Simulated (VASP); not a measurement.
# Bi in VASP: notebook, part 3 of 3

VASP 6.6.1. Earlier steps stand in the parts before.

### 5 Single point, PBE

This run uses another cell than the first one.

Contents of INCAR:

```
ALGO     = Normal         # electronic algorithm
DIPOL    = 0.5 0.5 0.500
EDIFF    = 1E-6           # SCF threshold, eV
ENCUT    = 520            # plane-wave cutoff, eV
GGA      = PE             # functional
IDIPOL   = 3            
ISIF     = 2              # what is computed and relaxed
ISMEAR   = 0              # smearing method
LASPH    = T              # aspherical terms in the spheres
LCHARG   = T              # write CHGCAR
LDIPOL   = T            
LELF     = T              # ELF
LREAL    = F              # projectors in reciprocal space
LVACPOTAV= T            
LVHAR    = T            
LWAVE    = F              # write WAVECAR
NBANDS   = 22             # bands
NELM     = 80             # most SCF steps
PREC     = Accurate       # precision mode
SIGMA    = 0.02           # smearing width, eV
```

Contents of KPOINTS:

```
k-points
0
Gamma
  9 9 1
```

Contents of POSCAR:

```
Bi
1.0
    4.0700000000      0.0000000000      0.0000000000
   -2.0350000000      3.5247233934      0.0000000000
    0.0000000000      0.0000000000     28.0000000000
Bi
2
Direct
    0.3333333333      0.6666666667      0.5131964286
    0.6666666667      0.3333333333      0.4868035714
```

Potentials or basis: VASP PAW PBE potentials, release 64 (Bi_d).

On the command line:

```bash
> cat potpaw_PBE.64/Bi_d/POTCAR > POTCAR
> mpirun -np 1 vasp_std > vasp.out
```

OUTCAR:

```text
EDIFF = 1E-6
   ENCUT = 520
   GGA = PE
   ISIF = 2
   ISMEAR = 0
   LASPH = T
   LREAL = F
   NELM = 80
   PREC = Accurate

 ion  position               nearest neighbor table
   1  0.333  0.667  0.513-   2 2.46   2 2.46   2 2.46
   2  0.667  0.333  0.487-   1 2.46   1 2.46   1 2.46

  LATTYP: Found a hexagonal cell.
 ALAT       =     4.0700000000
 C/A-ratio  =     6.8796068796

  Lattice vectors:

 A1 = (   4.0700000000,   0.0000000000,   0.0000000000)
 A2 = (  -2.0350000000,   3.5247233934,   0.0000000000)
 A3 = (   0.0000000000,   0.0000000000,  28.0000000000)

Analysis of symmetry for initial positions (statically):
=====================================================================
 Subroutine PRICEL returns:
 Original cell was already a primitive cell.

 Routine SETGRP: Setting up the symmetry group for a
 hexagonal supercell.

 Subroutine GETGRP returns: Found 12 space group operations
 (whereof 12 operations were pure point group operations)
 out of a pool of 24 trial point group operations.

The static configuration has the point symmetry D_3d.

Analysis of symmetry for dynamics (positions and initial velocities):
=====================================================================
 Subroutine PRICEL returns:
 Original cell was already a primitive cell.

 Routine SETGRP: Setting up the symmetry group for a
 hexagonal supercell.

 Subroutine GETGRP returns: Found 12 space group operations
 (whereof 12 operations were pure point group operations)
 out of a pool of 24 trial point group operations.

The dynamic configuration has the point symmetry D_3d.

 Subroutine INISYM returns: Found 12 space group operations
 (whereof 12 operations are pure point group operations),
 and found     1 'primitive' translations

----------------------------------------------------------------------------------------

                                     Primitive cell
[... 96 lines left out ...]
   IMIX   =      4    mixing-type and parameters
     AMIX     =   0.40;   BMIX     =  1.00
     AMIX_MAG =   1.60;   BMIX_MAG =  1.00
  volume/ion in A,a.u.               =     200.84      1355.33
  Fermi-wavevector in a.u.,A,eV,Ry     =   0.689429  1.302832  6.467013  0.475312
  Thomas-Fermi vector in A             =   1.770511
   LORBIT       =      0    0 simple, 1 ext, 2 COOP (PROOUT), +10 PAW based schemes
   GGA     = PE    functional components
   LHFCALC =     F    Hartree Fock is set to
   AEXX    =    0.0000 exact exchange contribution
   IVDW    =     0    specifies the selected vdW correction
   LEPSILON=     F    determine dielectric tensor
   LRPA    =     F    only Hartree local field effects (RPA)
 non-spin polarized calculation
 Gauss-broadening in eV      SIGMA  =   0.02
  energy-cutoff  :      520.00
  volume of cell :      401.68
 maximum number of plane-waves:     10875
   NGX = 15   NGY = 15   NGZ =105

 number of electron      29.9999999 magnetization

 dipolmoment           0.000000      0.000000     -0.000000 electrons x Angstroem

 Free energy of the ion-electron system (eV)
  ---------------------------------------------------
  ext. energy  EPLUGINS =         0.00000000
  ---------------------------------------------------
  free energy    TOTEN  =        -1.65877406 eV

  energy without entropy =       -1.65877406  energy(sigma->0) =       -1.65877406

 E-fermi :  -1.6250     XC(G=0):  -1.8995

 val. band max:       -1.7126536660   @ k =   0.2222   0.1111   0.0000
 cond. band min:      -1.5397648857   @ k =   0.3333   0.0000   0.0000
 fundamental gap:      0.1728887803
 Fermi energy:        -1.6250272834

 k-point     1 :       0.0000    0.0000    0.0000
  band No.  band energies     occupation
      1     -26.6409      2.00000
      2     -26.6409      2.00000
      3     -26.2107      2.00000
      4     -26.2107      2.00000
      5     -25.8361      2.00000
      6     -25.4528      2.00000
[... 289 lines left out ...]
     21       4.1406      0.00000
     22       5.2796      0.00000

------------------------ aborting loop because EDIFF is reached ----------------------------------------

  FORCE on cell =-STRESS in cart. coord.  units (eV):
  Direction    XX          YY          ZZ          XY          YZ          ZX
  --------------------------------------------------------------------------------------
  -------------------------------------------------------------------------------------
  Total       27.2182626     27.2182626      5.8774572      0.0000000     -0.0000000      0.0000000
  in kB      108.5659159    108.5659159     23.4435066      0.0000000     -0.0000000      0.0000000
  external PRESSURE =      80.1917795 kB  Pullay stress =       0.0000000 kB

 VOLUME and BASIS-vectors are now :
 -----------------------------------------------------------------------------
  energy-cutoff  :      520.00
  volume of cell :      401.68
      direct lattice vectors                 reciprocal lattice vectors
     4.070000000  0.000000000  0.000000000     0.245700246  0.141855103  0.000000000
    -2.035000000  3.524723393  0.000000000     0.000000000  0.283710206  0.000000000
     0.000000000  0.000000000 28.000000000     0.000000000  0.000000000  0.035714286

 POSITION                                       TOTAL-FORCE (eV/Angst)
 -----------------------------------------------------------------------------------
     -0.00000      2.34982     14.36950         0.000000      0.000000      8.000263
      2.03500      1.17491     13.63050        -0.000000     -0.000000     -8.000263
 -----------------------------------------------------------------------------------
    total drift:                                0.000000      0.000000      0.000000

  FREE ENERGIE OF THE ION-ELECTRON SYSTEM (eV)
  ---------------------------------------------------
  free  energy   TOTEN  =        -1.6587740564 eV

  energy  without entropy=       -1.6587740564  energy(sigma->0) =       -1.65877406

 vacuum level on the upper side and lower side of the slab         1.854         1.854
```

OSZICAR:

```text
N       E                     dE             d eps       ncg     rms          rms(c)
DAV:   1     0.223656666181E+03    0.22366E+03   -0.13938E+04   736   0.101E+03
DAV:   2     0.152055427925E+02   -0.20845E+03   -0.20445E+03   596   0.279E+02
DAV:   3    -0.122081992305E+01   -0.16426E+02   -0.16274E+02   656   0.101E+02
[... 13 lines left out ...]
DAV:  17    -0.165876004756E+01   -0.11669E-04   -0.41872E-07   464   0.286E-03    0.328E-04
DAV:  18    -0.165876873870E+01   -0.86911E-05   -0.40154E-07   452   0.169E-03    0.196E-04
DAV:  19    -0.165877255169E+01   -0.38130E-05   -0.15378E-07   428   0.950E-04    0.140E-04
DAV:  20    -0.165877383832E+01   -0.12866E-05   -0.35131E-08   454   0.616E-04    0.504E-05
DAV:  21    -0.165877405643E+01   -0.21811E-06   -0.39620E-09   406   0.389E-04
   1 F= -.16587741E+01 E0= -.16587741E+01  d E =-.183941E-10
```

stdout:

```text
POSCAR found type information on POSCAR Bi
 POSCAR found :  1 types and       2 ions
 scaLAPACK will be used
 LDA part: xc-table for (Slater+PW92), standard interpolation
 POSCAR, INCAR and KPOINTS ok, starting setup
 FFT: planning ... GRIDC
 FFT: planning ... GRID_SOFT
 FFT: planning ... GRID
 WAVECAR not read
 entering main loop
 -----------------------------------------------------------------------------
|                                                                             |
|           W    W    AA    RRRRR   N    N  II  N    N   GGGG   !!!           |
|           W    W   A  A   R    R  NN   N  II  NN   N  G    G  !!!           |
|           W    W  A    A  R    R  N N  N  II  N N  N  G       !!!           |
|           W WW W  AAAAAA  RRRRR   N  N N  II  N  N N  G  GGG   !            |
|           WW  WW  A    A  R   R   N   NN  II  N   NN  G    G                |
|           W    W  A    A  R    R  N    N  II  N    N   GGGG   !!!           |
|                                                                             |
|     Did not find any points to average over, which means that no vacuum     |
|     field-free region was found. Please increase the size of  your cell     |
|     in the dimension of the dipole correction to obtain accurate            |
|     workfunction values.                                                    |
|                                                                             |
 -----------------------------------------------------------------------------
```

Run time: 90 s. Hardware: 1 thread of AMD EPYC 9R45 (Zen 5), shared host; peak memory 0.44 GiB.

What came out:

| Property | Result |
| --- | --- |
| Free energy | -1.6588 eV |
| Largest force | 8.000 eV/Å |
| Band gap on the k mesh | zero (bands 15 and 16 overlap by 0.77 eV) |

Forces on the atoms (eV/Å):
```
Bi   0.000  0.000  8.000
Bi   0.000  0.000 -8.000
```

Levels at points of the mesh, in eV from the Fermi level:
```csv
k point,band 13,band 14,band 15,band 16,band 17,band 18
"(0.00, 0.00, 0.00)",-2.51,-2.51,-2.31,0.57,2.18,2.18
```

Caveat: spin-orbit coupling is left out, which moves the levels of the heavy elements.

### 6 Single point, PBE

This run uses another cell than the first one.

Contents of INCAR:

```
ALGO = Normal
DIPOL = 0.5 0.5 0.500
EDIFF = 1E-7
ENCUT = 520
GGA = PE
IDIPOL = 3
ISIF = 2
ISMEAR = 0
LASPH = True
LCHARG = True
LDIPOL = True
LELF = True
LREAL = False
LVACPOTAV = True
LVHAR = True
LWAVE = False
NBANDS = 22
NELM = 80
PREC = Accurate
SIGMA = 0.02
```

KPOINTS is that of step 5.

Contents of POSCAR:

```
Bi
1.0
    4.0700000000      0.0000000000      0.0000000000
   -2.0350000000      3.5247233934      0.0000000000
    0.0000000000      0.0000000000     28.0000000000
Bi
2
Direct
    0.3333333333      0.6666666667      0.5264107143
    0.6666666667      0.3333333333      0.4735892857
```

Potentials or basis: VASP PAW PBE potentials, release 64 (Bi_d).

On the command line:

```bash
> cat potpaw_PBE.64/Bi_d/POTCAR > POTCAR
> mpirun -np 1 vasp_std > vasp.out
```

Wall time 88 s (1 thread of AMD EPYC 9R45 (Zen 5), shared host); peak memory 0.44 GiB.

Results (log left out):

```yaml
Free_energy: -6.7633 eV
Largest_force: 3.805 eV/Å
Band_gap_on_the_k_mesh: 0.80 eV
Ionisation_potential_of_the_upper_face: 4.57 eV
```

Forces on the atoms (eV/Å):
```
Bi   0.000  0.000  3.805
Bi   0.000  0.000 -3.805
```

Levels at points of the mesh, in eV from the valence-band top:
| k point | band 11 | band 12 | band 13 | band 14 | band 15 | band 16 | band 17 | band 18 | band 19 | band 20 |
| --- | --- | --- | --- | --- | --- | --- | --- | --- | --- | --- |
| (0.00, 0.00, 0.00) | -13.70 | -7.72 | -0.40 | 0.00 | 0.00 | 0.80 | 3.21 | 3.21 | 4.05 | 4.29 |

Caveat: spin-orbit coupling is left out, which moves the levels of the heavy elements.

### 7 Summary

```csv
cell,gap on the mesh (eV),largest force (eV/Å)
"a = 4.558, b = 4.558, c = 28.000 Å, angles 90.0, 90.0, 120.0°, 2 atoms, atomic positions A",none,2.57
"a = 4.558, b = 4.558, c = 28.000 Å, angles 90.0, 90.0, 120.0°, 2 atoms, atomic positions B",none,1.08
"a = 4.558, b = 4.558, c = 28.000 Å, angles 90.0, 90.0, 120.0°, 2 atoms, atomic positions C",none,2.57
"a = 4.070, b = 4.070, c = 28.000 Å, angles 90.0, 90.0, 120.0°, 2 atoms, atomic positions A",none,8.00
"a = 4.070, b = 4.070, c = 28.000 Å, angles 90.0, 90.0, 120.0°, 2 atoms, atomic positions D",0.80,3.81
```

Alike in all rows: task single point; level PBE; potentials or basis VASP PAW PBE potentials, release 64 (Bi_d); no spin polarisation; k mesh 9 × 9 × 1; cutoff (eV) 520; smearing gaussian 0.02 eV.

Caveats: spin-orbit coupling is left out, which moves the levels of the heavy elements.

Total energies depend on the potentials used, so only differences within one code and one set of settings carry meaning.

The gap in the log of VASP goes by the Fermi energy; the results here count the filled bands.